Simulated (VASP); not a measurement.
# LiNbO3 (I4mm) in VASP: a series of runs, part 2 of 2

VASP 6.6.1. Earlier steps stand in the parts before.

## Step 3: Single point, PBE, collinear spin, ferrimagnetic start

This run uses another cell than the first one, of 12.67 Å³/atom.

Input file INCAR:

```
SYSTEM = LiNbO3
  PREC = Accurate
  ENCUT = 520
  EDIFF = 1E-6
  ISMEAR = 0
  SIGMA = 0.1
  LREAL = .False.
  LASPH = .True.
  NELM = 150
  ALGO = Normal
  ISIF = 2
  LWAVE = .False.
  LCHARG = .False.
  ISPIN = 2
  MAGMOM = -0.06 -0.65 1.05 0.26 0.26
  LORBIT = 11
  LMAXMIX = 4
  GGA = PE
  NBANDS = 29
```

Input file KPOINTS:

```
regular mesh
0
Gamma
  6 6 6
  0 0 0
```

Input file POSCAR:

```
LiNbO3
1.0
   -2.2001116800      2.2001116800      3.2711532700
    2.2001116800     -2.2001116800      3.2711532700
    2.2001116800      2.2001116800     -3.2711532700
Li Nb O
1 1 3
Direct
    0.8125080100      0.8125080100      0.0000000000
    0.5266540400      0.5266540400      0.0000000000
    0.1209596000      0.1209596000      0.0000000000
    0.9377444700      0.4377444700      0.5000000000
    0.4377444700      0.9377444700      0.5000000000
```

Potentials or basis: VASP PAW PBE potentials, release 64 (Li_sv, Nb_sv, O).

Run with:

```console
$ cat potpaw_PBE.64/Li_sv/POTCAR potpaw_PBE.64/Nb_sv/POTCAR potpaw_PBE.64/O/POTCAR > POTCAR
$ mpirun -np 1 vasp_std > vasp.out
```

OUTCAR:

```text
SYSTEM = LiNbO3
   PREC = Accurate
   ENCUT = 520
   EDIFF = 1E-6
   ISMEAR = 0
   LREAL = .False.
   LASPH = .True.
   NELM = 150
   ISIF = 2
   ISPIN = 2
   LORBIT = 11
   GGA = PE

 ion  position               nearest neighbor table
   1  0.813  0.813  0.000-   2 1.87   3 2.02
   2  0.527  0.527  0.000-   1 1.87   4 2.28   5 2.28   5 2.28   4 2.28
   3  0.121  0.121  0.000-   1 2.02
   4  0.938  0.438  0.500-   2 2.28   2 2.28
   5  0.438  0.938  0.500-   2 2.28   2 2.28

  LATTYP: Found a body centered tetragonal cell.
 ALAT       =     4.4002233600
 C/A-ratio  =     1.4868123740

  Lattice vectors:

 A1 = (  -2.2001116800,   2.2001116800,   3.2711532700)
 A2 = (   2.2001116800,  -2.2001116800,   3.2711532700)
 A3 = (   2.2001116800,   2.2001116800,  -3.2711532700)

Analysis of symmetry for initial positions (statically):
=====================================================================
 Subroutine PRICEL returns:
 Original cell was already a primitive cell.

 Routine SETGRP: Setting up the symmetry group for a
 body centered tetragonal supercell.

 Subroutine GETGRP returns: Found  8 space group operations
 (whereof  8 operations were pure point group operations)
 out of a pool of 16 trial point group operations.

The static configuration has the point symmetry C_4v.

Analysis of symmetry for dynamics (positions and initial velocities):
=====================================================================
 Subroutine PRICEL returns:
 Original cell was already a primitive cell.

 Routine SETGRP: Setting up the symmetry group for a
 body centered tetragonal supercell.

 Subroutine GETGRP returns: Found  8 space group operations
[... 170 lines left out ...]
  free energy    TOTEN  =       -27.34116618 eV

  energy without entropy =      -27.32319799  energy(sigma->0) =      -27.33218208

 E-fermi :   3.6295     XC(G=0): -10.2710

 val. band max:        3.6277070484   @ k =  -0.3333   0.5000   0.3333
 cond. band min:       3.6321231912   @ k =   0.0000   0.0000   0.0000
 fundamental gap:      0.0044161427
 Fermi energy:         3.6294955608

 spin component 1

 k-point     1 :       0.0000    0.0000    0.0000
  band No.  band energies     occupation
      1     -53.2947      1.00000
      2     -43.5181      1.00000
      3     -29.3193      1.00000
      4     -29.0974      1.00000
      5     -29.0974      1.00000
      6     -14.0083      1.00000
[... 757 lines left out ...]
     28      17.2519      0.00000
     29      17.5337      0.00000

 [... further k-points ...]

 spin component 2

 k-point     1 :       0.0000    0.0000    0.0000
  band No.  band energies     occupation
      1     -53.2977      1.00000
      2     -43.5184      1.00000
      3     -29.3236      1.00000
      4     -29.1003      1.00000
      5     -29.1003      1.00000
      6     -14.0091      1.00000
[... 757 lines left out ...]
     28      17.2510      0.00000
     29      17.5325      0.00000

 [... further k-points ...]

------------------------ aborting loop because EDIFF is reached ----------------------------------------

  FORCE on cell =-STRESS in cart. coord.  units (eV):
  Direction    XX          YY          ZZ          XY          YZ          ZX
  --------------------------------------------------------------------------------------
  -------------------------------------------------------------------------------------
  Total      -15.4368138    -15.4368138      3.3888116      0.0000000      0.0000000      0.0000000
  in kB     -390.4971866   -390.4971866     85.7250335      0.0000000      0.0000000      0.0000000
  external PRESSURE =    -231.7564466 kB  Pullay stress =       0.0000000 kB

 VOLUME and BASIS-vectors are now :
 -----------------------------------------------------------------------------
  energy-cutoff  :      520.00
  volume of cell :       63.34
      direct lattice vectors                 reciprocal lattice vectors
    -2.200111680  2.200111680  3.271153270     0.000000000  0.227261191  0.152851291
     2.200111680 -2.200111680  3.271153270     0.227261191  0.000000000  0.152851291
     2.200111680  2.200111680 -3.271153270     0.227261191  0.227261191  0.000000000

 POSITION                                       TOTAL-FORCE (eV/Angst)
 -----------------------------------------------------------------------------------
      0.00000      0.00000      5.31568        -0.000000     -0.000000      7.996810
      0.00000      0.00000      3.44553        -0.000000     -0.000000    -11.664219
      0.00000      0.00000      0.79135         0.000000      0.000000      2.872644
      0.00000      2.20011      2.86386         0.000000      0.000000      0.397382
      2.20011      0.00000      2.86386         0.000000      0.000000      0.397382
 -----------------------------------------------------------------------------------
    total drift:                                0.000010      0.000010     -0.002350

  FREE ENERGIE OF THE ION-ELECTRON SYSTEM (eV)
  ---------------------------------------------------
  free  energy   TOTEN  =       -27.3411661790 eV

  energy  without entropy=      -27.3231979903  energy(sigma->0) =      -27.33218208

 total charge

# of ion       s       p       d       tot
------------------------------------------
    1        2.026   0.122   0.000   2.147
    2        2.117   5.958   2.134  10.209
    3        1.606   3.133   0.000   4.739
    4        1.578   3.268   0.000   4.846
    5        1.578   3.268   0.000   4.846
--------------------------------------------------
tot          8.904  15.749   2.134  26.786

 magnetization (x)

# of ion       s       p       d       tot
------------------------------------------
    1       -0.000  -0.000   0.000  -0.000
    2       -0.000  -0.000  -0.004  -0.004
    3       -0.000  -0.003   0.000  -0.003
    4       -0.000   0.000   0.000   0.000
    5       -0.000   0.000   0.000   0.000
--------------------------------------------------
tot         -0.000  -0.003  -0.004  -0.007
```

OSZICAR:

```text
N       E                     dE             d eps       ncg     rms          rms(c)
DAV:   1     0.286964618104E+03    0.28696E+03   -0.17475E+04  3480   0.119E+03
DAV:   2    -0.149621354685E+02   -0.30193E+03   -0.28763E+03  4073   0.378E+02
[... 14 lines left out ...]
DAV:  17    -0.273442491155E+02   -0.40516E-03   -0.44316E-04  4530   0.873E-02    0.630E-01
DAV:  18    -0.273414253332E+02    0.28238E-02   -0.81264E-03  4659   0.240E-01    0.239E-01
DAV:  19    -0.273412322913E+02    0.19304E-03   -0.24673E-03  5259   0.135E-01    0.128E-01
DAV:  20    -0.273412314083E+02    0.88299E-06   -0.12570E-04  3984   0.454E-02    0.115E-01
DAV:  21    -0.273411669176E+02    0.64491E-04   -0.20905E-04  4498   0.408E-02    0.315E-02
DAV:  22    -0.273411661790E+02    0.73861E-06   -0.63681E-06  4515   0.147E-02
   1 F= -.27341166E+02 E0= -.27332182E+02  d E =-.179682E-01  mag=    -0.0081
```

stdout:

```text
POSCAR found type information on POSCAR LiNbO
 POSCAR found :  3 types and       5 ions
 scaLAPACK will be used
 LDA part: xc-table for (Slater+PW92), standard interpolation
 POSCAR, INCAR and KPOINTS ok, starting setup
 FFT: planning ... GRIDC
 FFT: planning ... GRID_SOFT
 FFT: planning ... GRID
 WAVECAR not read
 entering main loop
```

It took 2.4 min on 1 thread of Intel Xeon Platinum 8488C (Sapphire Rapids), shared host; peak memory 0.29 GiB.

Results:

```
Free energy                                           : -27.3412 eV
Largest force                                         : 11.664 eV/Å
Band gap on the k mesh                                : zero (filled and empty bands overlap)
Net moment                                            : -0.01 μB per cell
Valence electrons inside the program's atomic spheres : Li 2.15; Nb 10.21; O 4.74, 4.85 (each value once)
```

Forces in eV/Å, atoms in the order of the input:
```
Li    0.000   0.000   7.997
Nb    0.000   0.000 -11.664
O     0.000   0.000   2.873
O     0.000   0.000   0.397
O     0.000   0.000   0.397
```

Levels at points of the mesh, in eV from the Fermi level:
Spin up:
```tsv
k point	band 15	band 16	band 17	band 18	band 19	band 20
(0.00, 0.00, 0.00)	-1.11	-0.80	-0.80	0.01	1.17	1.27
(0.50, 0.00, 0.00)	-1.04	-0.36	-0.18	0.26	0.53	0.83
(0.50, 0.50, 0.00)	-1.21	-1.00	-0.19	0.03	0.56	0.99
(0.50, 0.50, 0.50)	-1.69	0.07	0.07	0.26	0.61	0.70
```
Spin down:
| k point | band 13 | band 14 | band 15 | band 16 | band 17 | band 18 | band 19 | band 20 | band 21 | band 22 |
| --- | --- | --- | --- | --- | --- | --- | --- | --- | --- | --- |
| (0.00, 0.00, 0.00) | -2.63 | -2.63 | -1.11 | -0.81 | -0.81 | 0.00 | 1.17 | 1.27 | 1.27 | 2.43 |
| (0.50, 0.00, 0.00) | -3.08 | -2.39 | -1.04 | -0.37 | -0.19 | 0.25 | 0.53 | 0.83 | 1.38 | 2.94 |
| (0.50, 0.50, 0.00) | -1.91 | -1.86 | -1.21 | -1.01 | -0.19 | 0.03 | 0.55 | 0.98 | 1.88 | 4.27 |
| (0.50, 0.50, 0.50) | -2.49 | -1.94 | -1.69 | 0.06 | 0.06 | 0.26 | 0.61 | 0.70 | 0.70 | 2.19 |

Caveat: the cutoff is under 1.25 times the usual one of these potentials, so pressure, stress and relaxed cells hold a basis-set (Pulay) error; atoms lie so close that the PAW spheres overlap strongly, which falsifies energies and pressures; forces of over 1 eV/Å act on the atoms, so gaps and moduli don't describe the material at rest.
